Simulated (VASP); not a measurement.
# AlN (R-3m) in VASP: further runs, part 2 of 2

VASP 6.6.1.

### 3 Single point, PBEsol

The COD entry that gives the cell may itself be a prediction, so a difference from it is no test against experiment.

INCAR reads:

```
ALGO = Normal ; EDIFF = 1E-6
ENCUT = 600 ; GGA = PS
GGA_COMPAT = False ; ISIF = 2
ISMEAR = -1 ; LASPH = True
LCHARG = True ; LELF = True
LREAL = False ; LVHAR = True
LWAVE = False ; NBANDS = 11
NELM = 120 ; PREC = Accurate
SIGMA = 0.02
```

KPOINTS reads:

```
k-points
0
Gamma
  8 8 8
```

POSCAR reads:

```
AlN
1.0
   -0.0196900000      1.9591550000      1.9591550000
    1.9591550000     -0.0196900000      1.9591550000
    1.9591550000      1.9591550000     -0.0196900000
Al N
1 1
Direct
    0.0000000000      0.0000000000      0.0000000000
    0.5000000000      0.5000000000      0.5000000000
```

Potentials or basis: VASP PAW PBE potentials, release 64 (Al, N).

Command:

```
$ cat potpaw_PBE.64/Al/POTCAR potpaw_PBE.64/N/POTCAR > POTCAR
$ mpirun -np 1 vasp_std > vasp.out
```

OUTCAR:

```text
EDIFF = 1E-6
   ENCUT = 600
   GGA = PS
   ISIF = 2
   ISMEAR = -1
   LASPH = True
   LREAL = False
   NELM = 120
   PREC = Accurate

 ion  position               nearest neighbor table
   1  0.000  0.000  0.000-   2 1.97   2 1.97   2 1.97   2 1.97   2 1.97   2 1.97
   2  0.500  0.500  0.500-   1 1.97   1 1.97   1 1.97   1 1.97   1 1.97   1 1.97

  LATTYP: Found a trigonal (rhomboedric) cell.
 ALAT       =     2.7707335354
 COS(alpha) =     0.4899250057

  Lattice vectors:

 A1 = (  -0.0196900000,   1.9591550000,   1.9591550000)
 A2 = (   1.9591550000,  -0.0196900000,   1.9591550000)
 A3 = (   1.9591550000,   1.9591550000,  -0.0196900000)

Analysis of symmetry for initial positions (statically):
=====================================================================
 Subroutine PRICEL returns:
 Original cell was already a primitive cell.

 Routine SETGRP: Setting up the symmetry group for a
 trigonal (rhombohedral) supercell.

 Subroutine GETGRP returns: Found 12 space group operations
 (whereof 12 operations were pure point group operations)
 out of a pool of 12 trial point group operations.

The static configuration has the point symmetry D_3d.

Analysis of symmetry for dynamics (positions and initial velocities):
=====================================================================
 Subroutine PRICEL returns:
 Original cell was already a primitive cell.

 Routine SETGRP: Setting up the symmetry group for a
 trigonal (rhombohedral) supercell.

 Subroutine GETGRP returns: Found 12 space group operations
 (whereof 12 operations were pure point group operations)
 out of a pool of 12 trial point group operations.

The dynamic configuration has the point symmetry D_3d.

 Subroutine INISYM returns: Found 12 space group operations
 (whereof 12 operations are pure point group operations),
 and found     1 'primitive' translations

----------------------------------------------------------------------------------------

                                     Primitive cell

  volume of cell :      15.2663

  direct lattice vectors                    reciprocal lattice vectors
    -0.019690000  1.959155000  1.959155000    -0.251396520  0.253948769  0.253948769
     1.959155000 -0.019690000  1.959155000     0.253948769 -0.251396520  0.253948769
     1.959155000  1.959155000 -0.019690000     0.253948769  0.253948769 -0.251396520

  length of vectors
     2.770733535  2.770733535  2.770733535     0.438383583  0.438383583  0.438383583

  position of ions in fractional coordinates (direct lattice)
     0.000000000  0.000000000  0.000000000
     0.500000000  0.500000000  0.500000000

  ion indices of the primitive-cell ions
   primitive index   ion index
                 1           1
                 2           2

----------------------------------------------------------------------------------------

 KPOINTS: k-points

Automatic generation of k-mesh.
 Grid dimensions read from file:
 generate k-points for:    8    8    8

 Generating k-lattice:

  Cartesian coordinates                     Fractional coordinates (reciprocal lattice)
    -0.031424565  0.031743596  0.031743596     0.125000000 -0.000000000 -0.000000000
[... 39 lines left out ...]
  0.375000  0.125000  0.125000      6.000000
 [... further k-points ...]
   k-points           NKPTS =     65   k-points in BZ     NKDIM =     65   number of bands    NBANDS=     11
   number of dos      NEDOS =    301   number of ions     NIONS =      2
   total plane-waves  NPLWV =  13824
   dimension x,y,z NGX =    24 NGY =   24 NGZ =   24
   dimension x,y,z NGXF=    48 NGYF=   48 NGZF=   48
   ions per type =               1   1
   NGX,Y,Z   is equivalent  to a cutoff of  14.40, 14.40, 14.40 a.u.
   NGXF,Y,Z  is equivalent  to a cutoff of  28.80, 28.80, 28.80 a.u.
 SYSTEM =  unknown system
   PREC   = accura    normal or accurate (medium, high low for compatibility)
   ISTART =      0    job   : 0-new  1-cont  2-samecut
   ICHARG =      2    charge: 1-file 2-atom 10-const
   ISPIN  =      1    spin polarized calculation?
   LNONCOLLINEAR =      F non collinear calculations
   LSORBIT =      F    spin-orbit coupling
   LASPH  =      T    aspherical Exc in radial PAW
   ENCUT  =  600.0 eV  44.10 Ry    6.64 a.u.   5.53  5.53  5.53*2*pi/ulx,y,z
   NELM   =    120;   NELMIN=  2; NELMDL= -5     # of ELM steps
   EDIFF  = 0.1E-05   stopping-criterion for ELM
   LREAL  =      F    real-space projection
   EDIFFG = 0.1E-04   stopping-criterion for IOM
   NSW    =      0    number of steps for IOM
   IBRION =     -1    ionic relax: 0-MD 1-quasi-New 2-CG
   NFREE  =      0    steps in history (QN), initial steepest desc. (CG)
   ISIF   =      2    stress and relaxation
   ISYM   =      2    0-nonsym 1-usesym 2-fastsym
   POTIM  = 0.5000    time-step for ionic-motion
   TEBEG  =    0.0;   TEEND  =   0.0 temperature during run
   PSTRESS=    0.0 pullay stress
   NELECT =       8.0000    total number of electrons
   NUPDOWN=      -1.0000    fix difference up-down
   EMIN   =  10.00;   EMAX   =-10.00  energy-range for DOS
   EFERMI =   0.00;   METHOD = LEGACY
   ISMEAR =    -1;   SIGMA  =   0.02  broadening in eV -4-tet -1-fermi 0-gaus
   EFERMI_NEDOS =   21; number of points for ismear=-14 and -15
   IALGO  =     38    algorithm
   IMIX   =      4    mixing-type and parameters
     AMIX     =   0.40;   BMIX     =  1.00
     AMIX_MAG =   1.60;   BMIX_MAG =  1.00
  volume/ion in A,a.u.               =       7.63        51.51
  Fermi-wavevector in a.u.,A,eV,Ry     =   1.319856  2.494167 23.701632  1.742021
  Thomas-Fermi vector in A             =   2.449724
   LORBIT       =      0    0 simple, 1 ext, 2 COOP (PROOUT), +10 PAW based schemes
   GGA     = PS    functional components
   LHFCALC =     F    Hartree Fock is set to
   AEXX    =    0.0000 exact exchange contribution
   IVDW    =     0    specifies the selected vdW correction
   LEPSILON=     F    determine dielectric tensor
   LRPA    =     F    only Hartree local field effects (RPA)
 non-spin polarized calculation
  energy-cutoff  :      600.00
  volume of cell :       15.27
 maximum number of plane-waves:       531
 NGX is ok and might be reduce to    24

 number of electron       8.0000000 magnetization

 Free energy of the ion-electron system (eV)
  ---------------------------------------------------
  ext. energy  EPLUGINS =         0.00000000
  ---------------------------------------------------
  free energy    TOTEN  =       -15.35163953 eV

  energy without entropy =      -15.35163953  energy(sigma->0) =      -15.35163953

 E-fermi :  11.4492     XC(G=0): -12.8309

 val. band max:       11.0981453074   @ k =   0.0000   0.0000   0.0000
 cond. band min:      15.8689155353   @ k =   0.5000   0.5000   0.0000
 fundamental gap:      4.7707702279
 Fermi energy:        11.4492221964

 k-point     1 :       0.0000    0.0000    0.0000
  band No.  band energies     occupation
      1      -7.3453      2.00000
      2      10.8787      2.00000
      3      10.8787      2.00000
      4      11.0981      2.00000
      5      17.7935      0.00000
      6      23.0590      0.00000
      7      23.0590      0.00000
      8      23.5683      0.00000
      9      28.5102      0.00000
     10      29.2275      0.00000
     11      29.2275      0.00000
[... 309 lines left out ...]
 k-point    24 :       0.3750    0.1250    0.1250
  band No.  band energies     occupation
      1      -5.2882      2.00000
      2       5.4121      2.00000
      3       8.7746      2.00000
      4      10.1482      2.00000
      5      19.3384      0.00000
      6      21.9867      0.00000
      7      23.0686      0.00000
      8      23.7390      0.00000
      9      26.5559      0.00000
     10      30.5676      0.00000
     11      31.2327      0.00000

 [... further k-points ...]

------------------------ aborting loop because EDIFF is reached ----------------------------------------

  FORCE on cell =-STRESS in cart. coord.  units (eV):
  Direction    XX          YY          ZZ          XY          YZ          ZX
  --------------------------------------------------------------------------------------
  -------------------------------------------------------------------------------------
  Total        2.3526444      2.3526444      2.3526444      0.3268851      0.3268851      0.3268851
  in kB      246.9064357    246.9064357    246.9064357     34.3060942     34.3060942     34.3060942
  external PRESSURE =     246.9064357 kB  Pullay stress =       0.0000000 kB

 VOLUME and BASIS-vectors are now :
 -----------------------------------------------------------------------------
  energy-cutoff  :      600.00
  volume of cell :       15.27
      direct lattice vectors                 reciprocal lattice vectors
    -0.019690000  1.959155000  1.959155000    -0.251396520  0.253948769  0.253948769
     1.959155000 -0.019690000  1.959155000     0.253948769 -0.251396520  0.253948769
     1.959155000  1.959155000 -0.019690000     0.253948769  0.253948769 -0.251396520

 POSITION                                       TOTAL-FORCE (eV/Angst)
 -----------------------------------------------------------------------------------
      0.00000      0.00000      0.00000         0.000000     -0.000000     -0.000000
      1.94931      1.94931      1.94931        -0.000000      0.000000      0.000000
 -----------------------------------------------------------------------------------
    total drift:                               -0.000000     -0.000000      0.000000

  FREE ENERGIE OF THE ION-ELECTRON SYSTEM (eV)
  ---------------------------------------------------
  free  energy   TOTEN  =       -15.3516395253 eV

  energy  without entropy=      -15.3516395253  energy(sigma->0) =      -15.35163953
```

Run time: 8.4 s. Hardware: 1 thread of Intel Xeon 6975P-C, shared host; peak memory 0.14 GiB.

Results:

```yaml
Free_energy: -15.3516 eV
Pressure: 24.7 GPa
Band_gap_on_the_k_mesh: 4.77 eV, indirect (least direct gap 6.70 eV)
```

Stress tensor (GPa, compression positive):
```
24.69  3.43  3.43
 3.43 24.69  3.43
 3.43  3.43 24.69
```

Caveat: the PAW data sets were made with another functional, which shifts forces and pressure a little.

### 4 Single point, PBEsol

INCAR reads:

```
SYSTEM = AlN
PREC = Accurate
ENCUT = 600
EDIFF = 1E-6
ISMEAR = -1
SIGMA = 0.02
LREAL = .False.
LASPH = .True.
NELM = 120
ALGO = Normal
ISIF = 2
LWAVE = .False.
LCHARG = .False.
GGA = PS
NBANDS = 11
GGA_COMPAT = .False.
```

KPOINTS reads:

```
regular mesh
0
Gamma
  8 8 8
  0 0 0
```

POSCAR reads:

```
AlN
1.0
    0.0196900000      1.9788450000      1.9788450000
    1.9788450000      0.0196900000      1.9788450000
    1.9788450000      1.9788450000      0.0196900000
Al N
1 1
Direct
    0.0000000000      0.0000000000      0.0000000000
    0.5000000000      0.5000000000      0.5000000000
```

Command:

```
$ cat potpaw_PBE.64/Al/POTCAR potpaw_PBE.64/N/POTCAR > POTCAR
$ mpirun -np 1 vasp_std > vasp.out
```

Run time: 7.5 s. Hardware: 1 thread of Intel Xeon 6975P-C, shared host; peak memory 0.14 GiB.

Results (log left out):

```yaml
Free_energy: -15.3516 eV
Pressure: 24.7 GPa
Band_gap_on_the_k_mesh: 4.84 eV, indirect (least direct gap 6.76 eV)
```

Stress tensor (GPa, compression positive):
```
24.69 -3.53 -3.53
-3.53 24.69 -3.53
-3.53 -3.53 24.69
```

Levels at points of the mesh, in eV from the valence-band top:
| k point | band 1 | band 2 | band 3 | band 4 | band 5 | band 6 | band 7 | band 8 | band 9 |
| --- | --- | --- | --- | --- | --- | --- | --- | --- | --- |
| (0.00, 0.00, 0.00) | -18.37 | -0.23 | 0.00 | 0.00 | 6.76 | 11.89 | 12.36 | 12.36 | 17.48 |
| (0.50, 0.00, 0.00) | -14.71 | -8.93 | -1.43 | -1.29 | 6.40 | 11.31 | 11.49 | 14.41 | 16.74 |
| (0.50, 0.50, 0.00) | -13.63 | -8.07 | -3.22 | -3.00 | 4.84 | 5.33 | 14.86 | 18.33 | 18.41 |
| (0.50, 0.50, 0.50) | -14.83 | -9.08 | -1.21 | -1.21 | 6.70 | 11.73 | 11.73 | 14.18 | 16.98 |

Caveat: the PAW data sets were made with another functional, which shifts forces and pressure a little.

### 5 Single point, PBEsol

This run uses another cell than the first one, of the same volume but with other edges.

INCAR reads:

```
PREC = Accurate
ENCUT = 600
EDIFF = 1E-6
ISMEAR = -1
SIGMA = 0.02
LREAL = F
LASPH = T
NELM = 120
ALGO = Normal
ISIF = 2
LWAVE = F
LCHARG = F
GGA = PS
NBANDS = 11
GGA_COMPAT = F
```

KPOINTS reads:

```
Automatic mesh
0
Gamma
  8 8 8
```

POSCAR reads:

```
AlN
1.0
    0.0393800000      1.9886900000      1.9886900000
    1.9886900000      0.0393800000      1.9886900000
    1.9886900000      1.9886900000      0.0393800000
Al N
1 1
Direct
    0.0000000000      0.0000000000      0.0000000000
    0.5000000000      0.5000000000      0.5000000000
```

Command:

```
$ cat potpaw_PBE.64/Al/POTCAR potpaw_PBE.64/N/POTCAR > POTCAR
$ mpirun -np 1 vasp_std > vasp.out
```

Wall time 8 s (1 thread of Intel Xeon 6975P-C, shared host); peak memory 0.14 GiB.

It converged, with:

| Quantity | Value |
| --- | --- |
| Free energy | -15.3359 eV |
| Pressure | 24.8 GPa |
| Band gap on the k mesh | 4.63 eV, indirect (least direct gap 6.64 eV) |

Stress tensor (GPa, compression positive):
```
24.83 -7.16 -7.16
-7.16 24.83 -7.16
-7.16 -7.16 24.83
```

Levels at points of the mesh, in eV from the valence-band top:
| k point | band 1 | band 2 | band 3 | band 4 | band 5 | band 6 | band 7 | band 8 | band 9 |
| --- | --- | --- | --- | --- | --- | --- | --- | --- | --- |
| (0.00, 0.00, 0.00) | -18.45 | -0.46 | 0.00 | 0.00 | 6.64 | 11.56 | 12.44 | 12.44 | 17.37 |
| (0.50, 0.00, 0.00) | -14.76 | -8.98 | -1.62 | -1.33 | 6.22 | 11.09 | 11.44 | 14.35 | 16.60 |
| (0.50, 0.50, 0.00) | -13.71 | -8.15 | -3.41 | -2.96 | 4.63 | 5.39 | 14.74 | 18.25 | 18.37 |
| (0.50, 0.50, 0.50) | -15.00 | -9.27 | -1.17 | -1.17 | 6.84 | 11.90 | 11.90 | 13.92 | 17.08 |

Caveat: the PAW data sets were made with another functional, which shifts forces and pressure a little. A hybrid or GW would open this gap; PBEsol tends to underestimate it.

### 6 Summary

```tsv
cell	gap on the mesh (eV)	pressure (GPa)
a = 2.757 Å, angles 61.3°, 2 atoms	4.49	24.8
a = 2.771 Å, angles 60.7°, 2 atoms	4.77	24.7
a = 2.799 Å, angles 59.3°, 2 atoms	4.84	24.7
a = 2.813 Å, angles 58.7°, 2 atoms	4.63	24.8
```

Alike in all rows: task single point; level PBEsol; potentials or basis VASP PAW PBE potentials, release 64 (Al, N); no spin polarisation; k mesh 8 × 8 × 8; cutoff (eV) 600; smearing fermi-dirac 0.02 eV.

Caveats: the PAW data sets were made with another functional, which shifts forces and pressure a little.

Total energies depend on the potentials used, so only differences within one code and one set of settings carry meaning.
